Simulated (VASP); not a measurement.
Write the native input for VASP 6.6.1 that does the following.

```yaml
Task: single point
Functional: PBE
Potentials_or_basis: VASP PAW PBE potentials, release 64 (Al, O)
Cutoff: 520 eV
k_mesh: 5 × 4 × 1
Occupations: gaussian, width 0.1 eV
Spin: no spin polarisation
Dipole_correction: yes
Further_INCAR_settings: LREAL = Auto; ALGO = Normal; EDIFF = 1e-06; NBANDS = 41
```

The structure of Al16O lies in POSCAR:

```
Al16O
1.0
    5.7135165838      0.0000000000      0.0000000000
    0.0000000000      8.0801326417      0.0000000000
    0.0000000000      0.0000000000     19.7432787023
Al O
16 1
Direct
    0.2500000000      0.2500000000      0.2026005944
    0.2500000000      0.7500000000      0.2026005944
    0.7500000000      0.2500000000      0.2026005944
    0.7500000000      0.7500000000      0.2026005944
    0.0000000000      0.0000000000      0.2749482104
    0.0000000000      0.5000000000      0.2749482104
    0.5000000000      0.0000000000      0.2749482104
    0.5000000000      0.5000000000      0.2749482104
    0.2500000000      0.2500000000      0.3495466405
    0.2500000000      0.7500000000      0.3495466405
    0.7500000000      0.2500000000      0.3495466405
    0.7500000000      0.7500000000      0.3495466405
    0.0000000000      0.0000000000      0.4175232912
    0.0000000000      0.5000000000      0.4175232912
    0.5000000000      0.0000000000      0.4175232912
    0.5000000000      0.5000000000      0.4175232912
    0.2500000000      0.1500000000      0.4350321446
```

One way to write it, as run:

INCAR

```
  PREC = Accurate
  ENCUT = 520
  EDIFF = 1E-6
  ISMEAR = 0
  SIGMA = 0.1
  LREAL = Auto
  LASPH = True
  NELM = 60
  ALGO = Normal
  ISIF = 2
  LWAVE = False
  LCHARG = False
  LDIPOL = True
  IDIPOL = 3
  DIPOL = 0.5 0.5 0.318
  GGA = PE
  NBANDS = 41
```

KPOINTS

```
regular mesh
0
Gamma
  5 4 1
```

Potentials or basis: VASP PAW PBE potentials, release 64 (Al, O).

Run with:

```bash
$ cat potpaw_PBE.64/Al/POTCAR potpaw_PBE.64/O/POTCAR > POTCAR
$ mpirun -np 1 vasp_std > vasp.out
```

Results of the run:

- Largest force: 1.192 eV/Å
- Band gap on the k mesh: zero (bands 27 and 28 overlap by 0.60 eV)

It took 8 min on 1 thread of Intel(R) Xeon(R) 6975P-C (Granite Rapids), on a shared host, peak memory 0.82 GiB.
